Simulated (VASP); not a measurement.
A run of VASP 6.6.1 is set up as follows.

INCAR

```
SYSTEM = Cu
  PREC = Accurate
  ENCUT = 600
  EDIFF = 1E-6
  ISMEAR = -1
  SIGMA = 0.05
  LREAL = .False.
  LASPH = .True.
  NELM = 120
  ALGO = Normal
  ISIF = 2
  LWAVE = .False.
  LCHARG = .False.
  GGA = PE
  IVDW = 12
  NBANDS = 12
  GGA_COMPAT = .False.
```

File KPOINTS:

```
Automatic mesh
0
Gamma
  13 13 13
  0 0 0
```

File POSCAR:

```
Cu
1.0
    0.0000000000      1.7830713297      1.7830713297
    1.7830713297      0.0000000000      1.7830713297
    1.7830713297      1.7830713297      0.0000000000
Cu
1
Direct
    0.0000000000      0.0000000000      0.0000000000
```

Potentials or basis: VASP PAW PBE potentials, release 64 (Cu).

Launch:

```bash
$ cat potpaw_PBE.64/Cu/POTCAR > POTCAR
$ mpirun -np 1 vasp_std > vasp.out
```

(1) Predict the dispersion energy per atom.

(2) Predict the pressure.

Answers

(1) -0.608 eV.

(2) 0.1 GPa.

Caveat: pairwise dispersion overbinds metals, which lowers pressure and volume.
